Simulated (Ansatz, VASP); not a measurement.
## Two plane-wave programs on H

```
H
1.0
     2.85835    0.00000    0.00000
    -1.42917    2.47540    0.00000
     0.00000    0.00000    4.87304
H
6
Cartesian
  0.0000 0.0000 1.2183
  0.0000 0.0000 3.6548
  1.4293 0.8251 0.0000
  -0.0001 1.6504 1.2183
  0.0001 1.6504 3.6548
  1.4293 0.8251 2.4365
```

Alike in both runs: task single point; functional PBE; k mesh 10 × 10 × 5; occupations methfessel-paxton of order 1, width 0.0124 eV; no spin polarisation.

|  | VASP | Ansatz |
| --- | --- | --- |
| version | VASP 6.6.1 | Ansatz 0.2.0 |
| potentials or method | VASP PAW PBE potentials, release 64 (H), cutoff 520 eV | PAW plane waves |
| valence electrons in the cell | 6 | 6 |

```csv
,VASP,Ansatz,Ansatz less VASP
pressure (GPa),-22.7,-22.5,+0.25
"traceless stress, the component that is largest in VASP (GPa)",10.91,10.90,-0.015
```

Ansatz's warnings: structure snapped to symmetry.
